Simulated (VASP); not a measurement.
# SiC (rocksalt type) (Fm-3m) in VASP: notebook

The runs below take SiC (rocksalt type) through single point, with PBE.

All numbers are computed with VASP 6.6.1; they aren't measurements. Logs are shortened: lines on timing, memory, paths and dates and some standing lists are left out, and cuts for length are marked.

## (1) The cell of the first run

It takes space group Fm-3m (No. 225, cubic). Conventional cell: a = 3.960 Å, b = 3.960 Å, c = 3.960 Å, α = 90.00°, β = 90.00°, γ = 90.00°. Within 2.6 Å of Si (site symmetry m-3m) lie 6 C at 1.98 Å. C (site symmetry m-3m) has 6 Si at 1.98 Å within 2.6 Å.

## (2) Single point, PBE

INCAR

```
PREC = Accurate ; ENCUT = 520
EDIFF = 1E-6 ; ISMEAR = -1
SIGMA = 0.1 ; LREAL = F
LASPH = T ; NELM = 60
ALGO = Normal ; ISIF = 2
LWAVE = F ; LCHARG = F
GGA = PE ; NBANDS = 11
```

KPOINTS

```
regular mesh
0
Gamma
  16 16 16
```

POSCAR

```
SiC
1.0
    0.0000000000      1.9800149615      1.9800149615
    1.9800149615      0.0000000000      1.9800149615
    1.9800149615      1.9800149615      0.0000000000
Si C
1 1
Direct
    0.0000000000      0.0000000000      0.0000000000
    0.5000000000      0.5000000000      0.5000000000
```

Potentials or basis: VASP PAW PBE potentials, release 64 (Si, C).

Started as:

```console
$ cat potpaw_PBE.64/Si/POTCAR potpaw_PBE.64/C/POTCAR > POTCAR
$ mpirun -np 1 vasp_std > vasp.out
```

OUTCAR:

```text
PREC = Accurate
   ENCUT = 520
   EDIFF = 1E-6
   ISMEAR = -1
   LREAL = F
   LASPH = T
   NELM = 60
   ISIF = 2
   GGA = PE

 ion  position               nearest neighbor table
   1  0.000  0.000  0.000-   2 1.98   2 1.98   2 1.98   2 1.98   2 1.98   2 1.98
   2  0.500  0.500  0.500-   1 1.98   1 1.98   1 1.98   1 1.98   1 1.98   1 1.98

  LATTYP: Found a face centered cubic cell.
 ALAT       =     3.9600299230

  Lattice vectors:

 A1 = (   0.0000000000,   1.9800149615,   1.9800149615)
 A2 = (   1.9800149615,   0.0000000000,   1.9800149615)
 A3 = (   1.9800149615,   1.9800149615,   0.0000000000)

Analysis of symmetry for initial positions (statically):
=====================================================================
 Subroutine PRICEL returns:
 Original cell was already a primitive cell.

 Routine SETGRP: Setting up the symmetry group for a
 face centered cubic supercell.

 Subroutine GETGRP returns: Found 48 space group operations
 (whereof 48 operations were pure point group operations)
 out of a pool of 48 trial point group operations.

The static configuration has the point symmetry O_h .

Analysis of symmetry for dynamics (positions and initial velocities):
=====================================================================
 Subroutine PRICEL returns:
 Original cell was already a primitive cell.

 Routine SETGRP: Setting up the symmetry group for a
 face centered cubic supercell.

 Subroutine GETGRP returns: Found 48 space group operations
 (whereof 48 operations were pure point group operations)
 out of a pool of 48 trial point group operations.

The dynamic configuration has the point symmetry O_h .

 Subroutine INISYM returns: Found 48 space group operations
 (whereof 48 operations are pure point group operations),
 and found     1 'primitive' translations

----------------------------------------------------------------------------------------

                                     Primitive cell

  volume of cell :      15.5251

  direct lattice vectors                    reciprocal lattice vectors
     0.000000000  1.980014962  1.980014962    -0.252523344  0.252523344  0.252523344
     1.980014962  0.000000000  1.980014962     0.252523344 -0.252523344  0.252523344
     1.980014962  1.980014962  0.000000000     0.252523344  0.252523344 -0.252523344

  length of vectors
     2.800164012  2.800164012  2.800164012     0.437383263  0.437383263  0.437383263

  position of ions in fractional coordinates (direct lattice)
     0.000000000  0.000000000  0.000000000
     0.500000000  0.500000000  0.500000000

  ion indices of the primitive-cell ions
   primitive index   ion index
                 1           1
                 2           2

----------------------------------------------------------------------------------------

 KPOINTS: regular mesh

Automatic generation of k-mesh.
 Grid dimensions read from file:
 generate k-points for:   16   16   16

 Generating k-lattice:

  Cartesian coordinates                     Fractional coordinates (reciprocal lattice)
    -0.015782709  0.015782709  0.015782709     0.062500000  0.000000000  0.000000000
     0.015782709 -0.015782709  0.015782709     0.000000000  0.062500000  0.000000000
     0.015782709  0.015782709 -0.015782709     0.000000000  0.000000000  0.062500000

  Length of vectors
     0.027336454  0.027336454  0.027336454

  Shift w.r.t. Gamma in fractional coordinates (k-lattice)
     0.000000000  0.000000000  0.000000000

 Subroutine IBZKPT returns following result:
 ===========================================

 Found    145 irreducible k-points:

 Following reciprocal coordinates:
            Coordinates               Weight
  0.000000  0.000000  0.000000      1.000000
  0.062500  0.000000  0.000000      8.000000
  0.125000  0.000000  0.000000      8.000000
  0.187500  0.000000  0.000000      8.000000
  0.250000  0.000000  0.000000      8.000000
  0.312500  0.000000  0.000000      8.000000
[... 16 lines left out ...]
 -0.125000  0.062500  0.000000     24.000000
 -0.062500  0.062500  0.000000     12.000000
 [... further k-points ...]
   k-points           NKPTS =    145   k-points in BZ     NKDIM =    145   number of bands    NBANDS=     11
   number of dos      NEDOS =    301   number of ions     NIONS =      2
   total plane-waves  NPLWV =  13824
   dimension x,y,z NGX =    24 NGY =   24 NGZ =   24
   dimension x,y,z NGXF=    48 NGYF=   48 NGZF=   48
   ions per type =               1   1
   NGX,Y,Z   is equivalent  to a cutoff of  14.25, 14.25, 14.25 a.u.
   NGXF,Y,Z  is equivalent  to a cutoff of  28.50, 28.50, 28.50 a.u.
 SYSTEM =  unknown system
   PREC   = accura    normal or accurate (medium, high low for compatibility)
   ISTART =      0    job   : 0-new  1-cont  2-samecut
   ICHARG =      2    charge: 1-file 2-atom 10-const
   ISPIN  =      1    spin polarized calculation?
   LNONCOLLINEAR =      F non collinear calculations
   LSORBIT =      F    spin-orbit coupling
   LASPH  =      T    aspherical Exc in radial PAW
   ENCUT  =  520.0 eV  38.22 Ry    6.18 a.u.   5.21  5.21  5.21*2*pi/ulx,y,z
   NELM   =     60;   NELMIN=  2; NELMDL= -5     # of ELM steps
   EDIFF  = 0.1E-05   stopping-criterion for ELM
   LREAL  =      F    real-space projection
   EDIFFG = 0.1E-04   stopping-criterion for IOM
   NSW    =      0    number of steps for IOM
   IBRION =     -1    ionic relax: 0-MD 1-quasi-New 2-CG
   NFREE  =      0    steps in history (QN), initial steepest desc. (CG)
   ISIF   =      2    stress and relaxation
   ISYM   =      2    0-nonsym 1-usesym 2-fastsym
   POTIM  = 0.5000    time-step for ionic-motion
   TEBEG  =    0.0;   TEEND  =   0.0 temperature during run
   PSTRESS=    0.0 pullay stress
   NELECT =       8.0000    total number of electrons
   NUPDOWN=      -1.0000    fix difference up-down
   EMIN   =  10.00;   EMAX   =-10.00  energy-range for DOS
   EFERMI =   0.00;   METHOD = LEGACY
   ISMEAR =    -1;   SIGMA  =   0.10  broadening in eV -4-tet -1-fermi 0-gaus
   EFERMI_NEDOS =   21; number of points for ismear=-14 and -15
   IALGO  =     38    algorithm
   IMIX   =      4    mixing-type and parameters
     AMIX     =   0.40;   BMIX     =  1.00
     AMIX_MAG =   1.60;   BMIX_MAG =  1.00
  volume/ion in A,a.u.               =       7.76        52.38
  Fermi-wavevector in a.u.,A,eV,Ry     =   1.312481  2.480229 23.437482  1.722606
  Thomas-Fermi vector in A             =   2.442870
   LORBIT       =      0    0 simple, 1 ext, 2 COOP (PROOUT), +10 PAW based schemes
   GGA     = PE    functional components
   LHFCALC =     F    Hartree Fock is set to
   AEXX    =    0.0000 exact exchange contribution
   IVDW    =     0    specifies the selected vdW correction
   LEPSILON=     F    determine dielectric tensor
   LRPA    =     F    only Hartree local field effects (RPA)
 non-spin polarized calculation
  energy-cutoff  :      520.00
  volume of cell :       15.53
 maximum number of plane-waves:       444
 NGX is ok and might be reduce to    24
   NGX = 11   NGY = 11   NGZ = 11

 number of electron       8.0000000 magnetization

 Free energy of the ion-electron system (eV)
  ---------------------------------------------------
  ext. energy  EPLUGINS =         0.00000000
  ---------------------------------------------------
  free energy    TOTEN  =       -13.50616069 eV

  energy without entropy =      -13.50076353  energy(sigma->0) =      -13.50346211

 E-fermi :  13.5120     XC(G=0): -12.9990

 val. band max:       13.4990453602   @ k =  -0.0625   0.0625   0.0000
 cond. band min:      13.7358208484   @ k =   0.4375   0.3750   0.0000
 fundamental gap:      0.2367754882
 Fermi energy:        13.5119723103

 k-point     1 :       0.0000    0.0000    0.0000
  band No.  band energies     occupation
      1      -5.8054      2.00000
      2      13.4613      1.24828
      3      13.4613      1.24828
      4      13.4613      1.24827
      5      22.1554      0.00000
      6      22.4173      0.00000
      7      22.4173      0.00000
      8      22.4173      0.00000
      9      27.0249      0.00000
     10      27.0249      0.00000
     11      27.0249      0.00000

 k-point     2 :       0.0625    0.0000    0.0000
  band No.  band energies     occupation
      1      -5.7060      2.00000
      2      12.9083      1.99523
      3      13.3910      1.54049
      4      13.3910      1.54049
      5      22.0491      0.00000
      6      22.5640      0.00000
      7      22.6020      0.00000
      8      22.6020      0.00000
      9      25.6341      0.00000
     10      25.6341      0.00000
     11      26.9332      0.00000

 k-point     3 :       0.1250    0.0000    0.0000
  band No.  band energies     occupation
      1      -5.4084      2.00000
      2      11.5120      2.00000
      3      13.2059      1.91049
      4      13.2059      1.91048
      5      21.4693      0.00000
      6      22.8699      0.00000
      7      22.8699      0.00000
      8      23.3655      0.00000
      9      24.4897      0.00000
     10      24.4897      0.00000
     11      26.6109      0.00000

 k-point     4 :       0.1875    0.0000    0.0000
  band No.  band energies     occupation
      1      -4.9145      2.00000
      2       9.7009      2.00000
      3      12.9631      1.99176
      4      12.9631      1.99176
      5      20.8994      0.00000
      6      22.1625      0.00000
      7      22.1625      0.00000
      8      24.3398      0.00000
      9      24.9027      0.00000
     10      24.9027      0.00000
     11      26.1825      0.00000
[... 239 lines left out ...]
 k-point    22 :      -0.1875    0.0625    0.0000
  band No.  band energies     occupation
      1      -4.6196      2.00000
      2       9.1000      2.00000
      3      11.9770      2.00000
      4      13.2637      1.84584
      5      21.0251      0.00000
      6      21.2938      0.00000
      7      21.9184      0.00000
      8      24.0570      0.00000
      9      24.4039      0.00000
     10      26.6581      0.00000
     11      27.0277      0.00000

 k-point    23 :      -0.1250    0.0625    0.0000
  band No.  band energies     occupation
      1      -5.1776      2.00000
      2      10.9327      2.00000
      3      12.3222      1.99999
      4      13.4466      1.31589
      5      21.4877      0.00000
      6      22.4389      0.00000
      7      22.6650      0.00000
      8      23.3808      0.00000
      9      23.4297      0.00000
     10      25.8245      0.00000
     11      27.1497      0.00000

 k-point    24 :      -0.0625    0.0625    0.0000
  band No.  band energies     occupation
      1      -5.5406      2.00000
      2      12.3428      1.99998
      3      12.8016      1.99836
      4      13.4990      1.06454
      5      21.9334      0.00000
      6      22.3655      0.00000
      7      22.7060      0.00000
      8      23.3763      0.00000
      9      24.0052      0.00000
     10      25.5026      0.00000
     11      27.3039      0.00000

 [... further k-points ...]
[... 5 lines left out ...]
  --------------------------------------------------------------------------------------
  -------------------------------------------------------------------------------------
  Total        2.0460175      2.0460175      2.0460175      0.0000000      0.0000000     -0.0000000
  in kB      211.1468089    211.1468089    211.1468089      0.0000000      0.0000000     -0.0000000
  external PRESSURE =     211.1468089 kB  Pullay stress =       0.0000000 kB

 VOLUME and BASIS-vectors are now :
 -----------------------------------------------------------------------------
  energy-cutoff  :      520.00
  volume of cell :       15.53
      direct lattice vectors                 reciprocal lattice vectors
     0.000000000  1.980014962  1.980014962    -0.252523344  0.252523344  0.252523344
     1.980014962  0.000000000  1.980014962     0.252523344 -0.252523344  0.252523344
     1.980014962  1.980014962  0.000000000     0.252523344  0.252523344 -0.252523344

 POSITION                                       TOTAL-FORCE (eV/Angst)
 -----------------------------------------------------------------------------------
      0.00000      0.00000      0.00000        -0.000000     -0.000000     -0.000000
      1.98001      1.98001      1.98001         0.000000      0.000000      0.000000
 -----------------------------------------------------------------------------------
    total drift:                               -0.000000     -0.000000      0.000000

  FREE ENERGIE OF THE ION-ELECTRON SYSTEM (eV)
  ---------------------------------------------------
  free  energy   TOTEN  =       -13.5061606880 eV

  energy  without entropy=      -13.5007635299  energy(sigma->0) =      -13.50346211
```

Wall time 6.8 s (1 thread of Intel Xeon 6975P-C (Granite Rapids), shared host); peak memory 0.14 GiB.

Results:

| Item | Value |
| --- | --- |
| Free energy | -13.5062 eV |
| Pressure | 21.1 GPa |
| Band gap on the k mesh | zero (band 4 reaches 13.50 eV, above the bottom of band 5 at 12.97 eV) |

(Part 1 of 2 ends here.)
